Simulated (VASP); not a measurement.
Crystal: BeZn2TeS2.

```
CELL_PARAMETERS angstrom
4.76928 0.00000 0.00000
-2.38464 4.13032 0.00000
0.00000 0.00000 7.24862
ATOMIC_POSITIONS crystal
Be 0.00000 0.00000 0.50000
Zn 0.33333 0.66667 0.50000
Zn 0.66667 0.33333 0.50000
Te 0.00000 0.00000 0.00000
S 0.33333 0.66667 0.00000
S 0.66667 0.33333 0.00000
```

The cell was built from a structure type or drawn by symmetry, and may not be a known phase.

| Property | Result |
| --- | --- |
| Program | VASP 6.6.1 |
| Task | relaxation of cell and atoms |
| Functional | PBE |
| Potentials or basis | VASP PAW PBE potentials, release 64 (Be, Zn, Te, S) |
| Cutoff | 600 eV |
| k mesh | 6 × 6 × 4 |
| Occupations | gaussian, width 0.1 eV |
| Spin | no spin polarisation |

At the start: pressure -4.2 GPa; volume 23.80 Å³/atom.

Problem. Where does the relaxation end?

Solution. Over 9 steps the energy falls by 225.8 meV/atom and the volume is 17.72 Å³/atom (-25.5 %); space group P6/mmm (No. 191, to 0.1 Å) before and after.

Step by step:
| step | energy change (eV) | largest force (eV/Å) | pressure (GPa) | volume (Å³) |
| --- | --- | --- | --- | --- |
| 1 | 0.0000 | 0.0000 | -4.22 | 142.79 |
| 2 | -0.2685 | 0.0000 | -1.21 | 130.22 |
| 3 | -0.3215 | 0.0000 | 1.04 | 123.68 |
| 4 | -0.5300 | 0.0000 | 1.29 | 119.17 |
| 5 | -1.1030 | 0.0000 | 2.91 | 107.13 |
| 6 | 0.9994 | 0.0000 | 30.96 | 82.36 |
| 7 | -1.1816 | 0.0000 | 3.77 | 104.47 |
| 8 | -1.2190 | 0.0000 | 5.32 | 101.02 |
| 9 | -1.3550 | 0.0000 | -0.20 | 106.32 |

Final structure:
```
Be Zn Te S
1.0
     4.78776    0.00000    0.00000
    -2.39388    4.14632    0.00000
     0.00000    0.00000    5.35581
Be Zn Te S
1 2 1 2
Direct
  0.00000 0.00000 0.50000
  0.33333 0.66667 0.50000
  0.66667 0.33333 0.50000
  0.00000 0.00000 0.00000
  0.33333 0.66667 0.00000
  0.66667 0.33333 0.00000
```

Caveat: the volume moved by over 15 % at a fixed basis, so the end points are rough.
